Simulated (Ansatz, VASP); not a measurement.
# SbPb in VASP and in Ansatz

```
Sb Pb
1.0
     0.00000    3.16124    3.16124
     3.16124    0.00000    3.16124
     3.16124    3.16124    0.00000
Sb Pb
1 1
Cartesian
  3.1612 3.1612 3.1612
  0.0000 0.0000 0.0000
```

Alike in both runs: task relaxation of cell and atoms; functional LDA; k mesh 12 × 12 × 12; occupations gaussian, width 0.1 eV; no spin polarisation.

```csv
,VASP,Ansatz
version,VASP 6.6.1,Ansatz 0.2.0
potentials or method,"VASP PAW LDA potentials, release 64 (Sb, Pb_d), cutoff 600 eV","scalar-relativistic, plane waves, PAW"
valence electrons in the cell,19,29
```

|  | VASP | Ansatz | Ansatz less VASP |
| --- | --- | --- | --- |
| gap on the k mesh at the Fermi level, each at its own relaxed structure (eV) | none | none | - |
| relaxed volume (Å³/atom) | 29.89 | 29.83 | -0.052 |
| relaxed cell length with the largest relative difference (Å) | 4.389 | 4.386 | -0.0026 |

LDA's correlation is that of Perdew and Zunger in VASP and of Perdew and Wang (1992) in Ansatz. A gap of «none» marks a metal or a gap that the smearing closes. VASP's potentials hold 19 valence electrons a cell and Ansatz's 29, so a difference there can come from the potentials and not from the codes.

Neither program's run includes spin-orbit coupling.
